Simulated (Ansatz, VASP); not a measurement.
# Two plane-wave programs on Cu3B

```
Cu B
1.0
     3.92325    0.00000    0.00000
     0.00000    3.92325    0.00000
     0.00000    0.00000    3.92644
Cu B
3 1
Direct
  0.50000 0.00000 0.97771
  0.00000 0.50000 0.97771
  0.50000 0.50000 0.47842
  0.50000 0.50000 0.97855
```

Alike in both runs: functional PBE; k mesh 5 × 5 × 5; occupations gaussian, width 0.2 eV; no spin polarisation.

Ansatz relaxed the structure, and its values are those at the end. VASP's run is a single point on that final structure, the one shown.

|  | VASP | Ansatz |
| --- | --- | --- |
| version | VASP 6.6.1 | Ansatz 0.2.0 |
| potentials or method | VASP PAW PBE potentials, release 64 (Cu, B), cutoff 600 eV | scalar-relativistic, plane waves, PAW |
| valence electrons in the cell | 36 | 60 |

```tsv
	VASP	Ansatz	Ansatz less VASP
gap on the k mesh at the Fermi level (eV)	none	none	-
pressure (GPa)	0.6	0.0	-0.51
```

A gap of «none» marks a metal or a gap that the smearing closes. The functional is the same, so the differences come from potentials, cutoffs and numerics. VASP's potentials hold 36 valence electrons a cell and Ansatz's 60, so a difference there can come from the potentials and not from the codes.
